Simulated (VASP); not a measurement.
# ZnS (P6_3mc) in VASP: single point with r2SCAN

Aim: the single point of ZnS with r2SCAN.

All numbers are computed with VASP 6.6.1; they aren't measurements. Logs are shortened: lines on timing, memory, paths and dates and some standing lists are left out, and cuts for length are marked.

## 1. The cell of the first run

The structure is hexagonal, space group P6_3mc (No. 186). The conventional cell has a = 3.774 Å, b = 3.774 Å, c = 6.192 Å, α = 90.00°, β = 90.00°, γ = 120.00°. Within 3.1 Å of Zn (site symmetry 3m) lie 4 S at 2.31 to 2.32 Å. Within 3.1 Å of S (site symmetry 3m) lie 4 Zn at 2.31 to 2.32 Å.

## 2. Single point, r2SCAN

POSCAR reads:

```
ZnS
1.0
    1.8869158898      3.2682341908      0.0000000000
   -1.8869158898      3.2682341908      0.0000000000
    0.0000000000      0.0000000000      6.1917400000
Zn S
2 2
Direct
    0.3333333333      0.3333333333      0.0053860270
    0.6666666667      0.6666666667      0.5053860270
    0.3333333333      0.3333333333      0.3796139730
    0.6666666667      0.6666666667      0.8796139730
```

INCAR.step1 reads:

```
SYSTEM = ZnS
ALGO = Normal ; EDIFF = 1E-5
ENCUT = 550 ; GGA = PE
GGA_COMPAT = .False. ; ISMEAR = -1
LASPH = .True. ; LCHARG = .False.
LREAL = .False. ; LWAVE = .True.
NBANDS = 26 ; NELM = 120
PREC = Accurate ; SIGMA = 0.1
```

INCAR.step2 reads:

```
SYSTEM = ZnS
ALGO = Normal ; EDIFF = 1E-6
ENCUT = 550 ; GGA_COMPAT = .False.
ISIF = 2 ; ISMEAR = -1
ISTART = 1 ; LASPH = .True.
LCHARG = .False. ; LMIXTAU = .True.
LREAL = .False. ; LWAVE = .False.
METAGGA = R2SCAN ; NBANDS = 26
NELM = 120 ; PREC = Accurate
SIGMA = 0.1
```

KPOINTS reads:

```
k-points
0
Gamma
  8 8 4
  0 0 0
```

Potentials or basis: VASP PAW PBE potentials, release 64 (Zn, S).

Command:

```
cat potpaw_PBE.64/Zn/POTCAR potpaw_PBE.64/S/POTCAR > POTCAR
cp INCAR.step1 INCAR
mpirun -np 1 vasp_std > vasp.out
cp INCAR.step2 INCAR
mpirun -np 1 vasp_std > vasp.out
```

OUTCAR:

```text
SYSTEM = ZnS
   EDIFF = 1E-6
   ENCUT = 550
   ISIF = 2
   ISMEAR = -1
   ISTART = 1
   LASPH = .True.
   LREAL = .False.
   METAGGA = R2SCAN
   NELM = 120
   PREC = Accurate

 ion  position               nearest neighbor table
   1  0.333  0.333  0.005-   4 2.31   4 2.31   4 2.31   3 2.32
   2  0.667  0.667  0.505-   3 2.31   3 2.31   3 2.31   4 2.32
   3  0.333  0.333  0.380-   2 2.31   2 2.31   2 2.31   1 2.32
   4  0.667  0.667  0.880-   1 2.31   1 2.31   1 2.31   2 2.32

  LATTYP: Found a hexagonal cell.
 ALAT       =     3.7738317796
 C/A-ratio  =     1.6407037625

  Lattice vectors:

 A1 = (   1.8869158898,  -3.2682341908,   0.0000000000)
 A2 = (   1.8869158898,   3.2682341908,   0.0000000000)
 A3 = (   0.0000000000,   0.0000000000,   6.1917400000)

Analysis of symmetry for initial positions (statically):
=====================================================================
 Subroutine PRICEL returns:
 Original cell was already a primitive cell.

 Routine SETGRP: Setting up the symmetry group for a
 hexagonal supercell.

 Subroutine GETGRP returns: Found 12 space group operations
 (whereof  6 operations were pure point group operations)
 out of a pool of 24 trial point group operations.

The static configuration has the point symmetry C_3v.
 The point group associated with its full space group is C_6v.

Analysis of symmetry for dynamics (positions and initial velocities):
=====================================================================
 Subroutine PRICEL returns:
 Original cell was already a primitive cell.

 Routine SETGRP: Setting up the symmetry group for a
 hexagonal supercell.

 Subroutine GETGRP returns: Found 12 space group operations
 (whereof  6 operations were pure point group operations)
 out of a pool of 24 trial point group operations.

The dynamic configuration has the point symmetry C_3v.
 The point group associated with its full space group is C_6v.

 Subroutine INISYM returns: Found 12 space group operations
 (whereof  6 operations are pure point group operations),
 and found     1 'primitive' translations

----------------------------------------------------------------------------------------

                                     Primitive cell

  volume of cell :      76.3675

  direct lattice vectors                    reciprocal lattice vectors
     1.886915890  3.268234191  0.000000000     0.264982664  0.152987813  0.000000000
    -1.886915890  3.268234191  0.000000000    -0.264982664  0.152987813  0.000000000
     0.000000000  0.000000000  6.191740000     0.000000000  0.000000000  0.161505490

  length of vectors
     3.773831780  3.773831780  6.191740000     0.305975625  0.305975625  0.161505490

  position of ions in fractional coordinates (direct lattice)
     0.333333333  0.333333333  0.005386027
     0.666666667  0.666666667  0.505386027
     0.333333333  0.333333333  0.379613973
     0.666666667  0.666666667  0.879613973

  ion indices of the primitive-cell ions
   primitive index   ion index
                 1           1
                 2           2
                 3           3
                 4           4

----------------------------------------------------------------------------------------

 KPOINTS: k-points

Automatic generation of k-mesh.
 Grid dimensions read from file:
 generate k-points for:    8    8    4

 Generating k-lattice:

  Cartesian coordinates                     Fractional coordinates (reciprocal lattice)
     0.033122833  0.019123477  0.000000000     0.125000000  0.000000000  0.000000000
    -0.033122833  0.019123477  0.000000000     0.000000000  0.125000000  0.000000000
     0.000000000  0.000000000  0.040376372     0.000000000  0.000000000  0.250000000

  Length of vectors
     0.038246953  0.038246953  0.040376372

  Shift w.r.t. Gamma in fractional coordinates (k-lattice)
     0.000000000  0.000000000  0.000000000

 Subroutine IBZKPT returns following result:
 ===========================================

 Found     30 irreducible k-points:

 Following reciprocal coordinates:
            Coordinates               Weight
  0.000000  0.000000  0.000000      1.000000
  0.125000 -0.000000  0.000000      6.000000
  0.250000 -0.000000  0.000000      6.000000
  0.375000 -0.000000  0.000000      6.000000
  0.500000 -0.000000  0.000000      3.000000
  0.250000  0.125000  0.000000      6.000000
[... 16 lines left out ...]
  0.250000 -0.000000  0.500000      6.000000
  0.375000 -0.000000  0.500000      6.000000
 [... further k-points ...]
   k-points           NKPTS =     30   k-points in BZ     NKDIM =     30   number of bands    NBANDS=     26
   number of dos      NEDOS =    301   number of ions     NIONS =      4
   total plane-waves  NPLWV =  43200
   dimension x,y,z NGX =    30 NGY =   30 NGZ =   48
   dimension x,y,z NGXF=    60 NGYF=   60 NGZF=   96
   ions per type =               2   2
   NGX,Y,Z   is equivalent  to a cutoff of  13.22, 13.22, 12.89 a.u.
   NGXF,Y,Z  is equivalent  to a cutoff of  26.43, 26.43, 25.78 a.u.
 SYSTEM =  ZnS
   PREC   = accura    normal or accurate (medium, high low for compatibility)
   ISTART =      1    job   : 0-new  1-cont  2-samecut
   ICHARG =      0    charge: 1-file 2-atom 10-const
   ISPIN  =      1    spin polarized calculation?
   LNONCOLLINEAR =      F non collinear calculations
   LSORBIT =      F    spin-orbit coupling
   LASPH  =      T    aspherical Exc in radial PAW
   ENCUT  =  550.0 eV  40.42 Ry    6.36 a.u.   7.22  7.22 11.84*2*pi/ulx,y,z
   NELM   =    120;   NELMIN=  2; NELMDL=  0     # of ELM steps
   EDIFF  = 0.1E-05   stopping-criterion for ELM
   LREAL  =      F    real-space projection
   EDIFFG = 0.1E-04   stopping-criterion for IOM
   NSW    =      0    number of steps for IOM
   IBRION =     -1    ionic relax: 0-MD 1-quasi-New 2-CG
   NFREE  =      0    steps in history (QN), initial steepest desc. (CG)
   ISIF   =      2    stress and relaxation
   ISYM   =      2    0-nonsym 1-usesym 2-fastsym
   POTIM  = 0.5000    time-step for ionic-motion
   TEBEG  =    0.0;   TEEND  =   0.0 temperature during run
   PSTRESS=    0.0 pullay stress
   NELECT =      36.0000    total number of electrons
   NUPDOWN=      -1.0000    fix difference up-down
   EMIN   =  10.00;   EMAX   =-10.00  energy-range for DOS
   EFERMI =   0.00;   METHOD = LEGACY
   ISMEAR =    -1;   SIGMA  =   0.10  broadening in eV -4-tet -1-fermi 0-gaus
   EFERMI_NEDOS =   21; number of points for ismear=-14 and -15
   IALGO  =     38    algorithm
   IMIX   =      4    mixing-type and parameters
     AMIX     =   0.40;   BMIX     =  1.00
     AMIX_MAG =   1.60;   BMIX_MAG =  1.00
  volume/ion in A,a.u.               =      19.09       128.84
  Fermi-wavevector in a.u.,A,eV,Ry     =   1.274108  2.407715 22.087029  1.623351
  Thomas-Fermi vector in A             =   2.406894
   LORBIT       =      0    0 simple, 1 ext, 2 COOP (PROOUT), +10 PAW based schemes
   METAGGA = R2SCAN    functional components
   LHFCALC =     F    Hartree Fock is set to
   AEXX    =    0.0000 exact exchange contribution
   IVDW    =     0    specifies the selected vdW correction
   LEPSILON=     F    determine dielectric tensor
   LRPA    =     F    only Hartree local field effects (RPA)
 non-spin polarized calculation
  energy-cutoff  :      550.00
  volume of cell :       76.37
 maximum number of plane-waves:      2258
 NGX is ok and might be reduce to    30
   NGX = 15   NGY = 15   NGZ = 23

 number of electron      36.0000040 magnetization

 Free energy of the ion-electron system (eV)
  ---------------------------------------------------
  ext. energy  EPLUGINS =         0.00000000
  ---------------------------------------------------
  free energy    TOTEN  =       -37.71018668 eV

  energy without entropy =      -37.71018665  energy(sigma->0) =      -37.71018667

 E-fermi :   3.7112     XC(G=0): -10.4440

 val. band max:        2.1649759108   @ k =   0.0000   0.0000   0.0000
 cond. band min:       5.0775159894   @ k =   0.0000   0.0000   0.0000
 fundamental gap:      2.9125400787
 Fermi energy:         3.7111990437

 k-point     1 :       0.0000    0.0000    0.0000
  band No.  band energies     occupation
      1     -11.7792      2.00000
      2     -10.7691      2.00000
      3      -4.4787      2.00000
      4      -4.4623      2.00000
      5      -4.4623      2.00000
      6      -4.3667      2.00000
[... 18 lines left out ...]
     25      10.4119      0.00000
     26      12.1666      0.00000

 k-point     2 :       0.1250   -0.0000    0.0000
  band No.  band energies     occupation
      1     -11.6662      2.00000
      2     -10.7059      2.00000
      3      -4.4745      2.00000
      4      -4.4512      2.00000
      5      -4.4394      2.00000
      6      -4.3540      2.00000
[... 18 lines left out ...]
     25      10.9217      0.00000
     26      11.3086      0.00000

 k-point     3 :       0.2500   -0.0000    0.0000
  band No.  band energies     occupation
      1     -11.3629      2.00000
      2     -10.5590      2.00000
      3      -4.4794      2.00000
      4      -4.4068      2.00000
      5      -4.3902      2.00000
      6      -4.2904      2.00000
[... 18 lines left out ...]
     25      11.3405      0.00000
     26      11.6511      0.00000

 k-point     4 :       0.3750   -0.0000    0.0000
  band No.  band energies     occupation
      1     -10.9872      2.00000
      2     -10.4424      2.00000
      3      -4.4602      2.00000
      4      -4.3533      2.00000
      5      -4.3386      2.00000
      6      -4.1603      2.00000
[... 18 lines left out ...]
     25      11.6059      0.00000
     26      13.4010      0.00000
[... 496 lines left out ...]
      1     -11.2251      2.00000
      2     -11.2251      2.00000
      3      -4.4702      2.00000
      4      -4.4702      2.00000
      5      -4.3941      2.00000
      6      -4.3941      2.00000
[... 18 lines left out ...]
     25      10.0602      0.00000
     26      10.0602      0.00000

 k-point    23 :       0.2500   -0.0000    0.5000
  band No.  band energies     occupation
      1     -10.9833      2.00000
      2     -10.9833      2.00000
      3      -4.4795      2.00000
      4      -4.4795      2.00000
      5      -4.3253      2.00000
      6      -4.3253      2.00000
[... 18 lines left out ...]
     25      10.8253      0.00000
     26      10.8253      0.00000

 k-point    24 :       0.3750   -0.0000    0.5000
  band No.  band energies     occupation
      1     -10.7158      2.00000
      2     -10.7158      2.00000
      3      -4.4692      2.00000
      4      -4.4692      2.00000
      5      -4.2604      2.00000
      6      -4.2604      2.00000
[... 18 lines left out ...]
     25      11.7569      0.00000
     26      11.7569      0.00000

 [... further k-points ...]
[... 5 lines left out ...]
  --------------------------------------------------------------------------------------
  -------------------------------------------------------------------------------------
  Total        1.0246394      1.0246394      1.0571324      0.0000000      0.0000000      0.0000000
  in kB       21.4967714     21.4967714     22.1784690      0.0000000      0.0000000      0.0000000
  external PRESSURE =      21.7240039 kB  Pullay stress =       0.0000000 kB

 VOLUME and BASIS-vectors are now :
 -----------------------------------------------------------------------------
  energy-cutoff  :      550.00
  volume of cell :       76.37
      direct lattice vectors                 reciprocal lattice vectors
     1.886915890  3.268234191  0.000000000     0.264982664  0.152987813  0.000000000
    -1.886915890  3.268234191  0.000000000    -0.264982664  0.152987813  0.000000000
     0.000000000  0.000000000  6.191740000     0.000000000  0.000000000  0.161505490

 POSITION                                       TOTAL-FORCE (eV/Angst)
 -----------------------------------------------------------------------------------
      0.00000      2.17882      0.03335        -0.000000     -0.000000      0.007471
      0.00000      4.35765      3.12922        -0.000000     -0.000000      0.007471
      0.00000      2.17882      2.35047         0.000000      0.000000     -0.007471
      0.00000      4.35765      5.44634        -0.000000     -0.000000     -0.007471
 -----------------------------------------------------------------------------------
    total drift:                                0.000000     -0.000000      0.005256

  FREE ENERGIE OF THE ION-ELECTRON SYSTEM (eV)
  ---------------------------------------------------
  free  energy   TOTEN  =       -37.7101866845 eV

  energy  without entropy=      -37.7101866548  energy(sigma->0) =      -37.71018667
```

Wall time 6.7 min (1 thread of AMD EPYC 7R43 (Zen 3), shared host); peak memory 0.19 GiB.

Results:

```yaml
Free_energy: -37.7102 eV
Pressure: 2.2 GPa
Largest_force: 0.007 eV/Å
Band_gap_on_the_k_mesh: 2.91 eV
```

Forces on the atoms (eV/Å):
```
Zn   0.000  0.000  0.007
Zn   0.000  0.000  0.007
S    0.000  0.000 -0.007
S    0.000  0.000 -0.007
```

Levels at points of the mesh, in eV from the valence-band top:
```csv
k point,band 14,band 15,band 16,band 17,band 18,band 19,band 20,band 21,band 22,band 23
"(0.00, 0.00, 0.00)",-0.96,-0.96,-0.09,0.00,0.00,2.91,3.66,6.78,6.78,7.05
"(0.50, 0.00, 0.00)",-4.29,-3.48,-2.41,-1.80,-0.95,4.02,4.84,5.43,7.35,8.11
"(0.00, 0.00, 0.50)",-2.96,-0.50,-0.50,-0.50,-0.50,4.19,4.19,7.24,7.24,7.24
"(0.50, 0.00, 0.50)",-5.08,-1.75,-1.75,-1.73,-1.73,3.96,3.96,5.64,5.64,9.42
```

Caveat: the PAW data sets were made with another functional, which shifts forces and pressure a little.
